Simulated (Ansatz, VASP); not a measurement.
## InP in VASP and in Ansatz

```
In P
1.0
     0.00000    2.95364    2.95364
     2.95364    0.00000    2.95364
     2.95364    2.95364    0.00000
In P
1 1
Direct
  0.00000 0.00000 0.00000
  0.25000 0.25000 0.25000
```

Alike in both runs: functional r2SCAN; k mesh 10 × 10 × 10; occupations gaussian, width 0.02 eV; no spin polarisation.

Ansatz relaxed the structure, and its values are those at the end. VASP's run is a single point on that final structure, the one shown.

```csv
,VASP,Ansatz
version,VASP 6.6.1,Ansatz 0.2.0
potentials or method,"VASP PAW PBE potentials, release 64 (In_d, P)","scalar-relativistic, plane waves, PAW"
plane-wave cutoff (eV),520,500
valence electrons in the cell,18,18
```

VASP gave:

* gap on the k mesh at the Fermi level (eV): 1.03
* least direct gap on the mesh (eV): 1.03
* pressure (GPa): -0.1

Question: Estimate Ansatz's values.

Answer: gap on the k mesh at the Fermi level (eV): 1.03; least direct gap on the mesh (eV): 1.03; pressure (GPa): 0.0.

VASP's potentials were made for PBE, not for r2SCAN.
